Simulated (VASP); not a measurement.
InP:

```xyz
2
Lattice="0.0000 2.9538 2.9538 2.9538 0.0000 2.9538 2.9538 2.9538 0.0000" Properties=species:S:1:pos:R:3 pbc="T T T"
In    0.0000    0.0000    0.0000
P     1.4769    1.4769    1.4769
```

Base run:

```yaml
Program: VASP 6.6.1
Functional: PBE
Potentials_or_basis: VASP PAW PBE potentials, release 64 (In_d, P)
Cutoff: 520 eV
k_mesh: 8 × 8 × 8
Occupations: fermi-dirac, width 0.02 eV
Spin: no spin polarisation
```

Its results: band gap on the k mesh 0.58 eV; pressure 1.6 GPa.

**Question.** The run is repeated on the same cell with these changes: functional from PBE to HSE06; k mesh from 8 × 8 × 8 to 4 × 4 × 4. What comes out?

**Answer.** Band gap on the k mesh 1.39 eV; pressure -0.2 GPa.

Several settings changed at once.

Caveats: some runs use coarse meshes; spin-orbit coupling is left out, which moves the levels of the heavy elements; semilocal functionals underestimate gaps, and a narrow one can read as zero (at least some runs); the PAW data sets were made with another functional, which shifts forces and pressure a little (at least some runs).

